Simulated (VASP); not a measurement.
A run of VASP 6.6.1 is set up as follows.

File INCAR:

```
SYSTEM = GeCN2
PREC = Accurate ; ENCUT = 520
EDIFF = 1E-8 ; ISMEAR = 0
SIGMA = 0.01 ; LREAL = .FALSE.
LASPH = .TRUE. ; NELM = 60
ALGO = Normal ; ISIF = 2
LWAVE = .FALSE. ; LCHARG = .FALSE.
GGA = PE ; LEPSILON = .TRUE.
```

Contents of KPOINTS:

```
Automatic mesh
0
G
  8 8 8
  0 0 0
```

POSCAR

```
GeCN2
1.0
    1.7937903697      1.0356453528      4.9219572124
   -1.7937903697      1.0356453528      4.9219572124
    0.0000000000     -2.0712907056      4.9219572124
Ge N C
1 2 1
Direct
    0.0000000000      0.0000000000      0.0000000000
    0.5839044000      0.5839044000      0.5839044000
    0.4160956000      0.4160956000      0.4160956000
    0.5000000000      0.5000000000      0.5000000000
```

Potentials or basis: VASP PAW PBE potentials, release 64 (Ge_d, N, C).

Run with:

```console
$ cat potpaw_PBE.64/Ge_d/POTCAR potpaw_PBE.64/N/POTCAR potpaw_PBE.64/C/POTCAR > POTCAR
$ mpirun -np 1 vasp_std > vasp.out
```

(1) Estimate the electronic dielectric tensor (diagonal).

(2) What does it give for the Born charges (mean of the diagonal)?

(3) What does it give for the band gap on the k mesh?

Results:

(1) 6.11, 6.11, 15.94.

(2) Ge +4.27; N -3.50; C +2.73 e.

(3) 1.04 eV, indirect (least direct gap 1.98 eV).
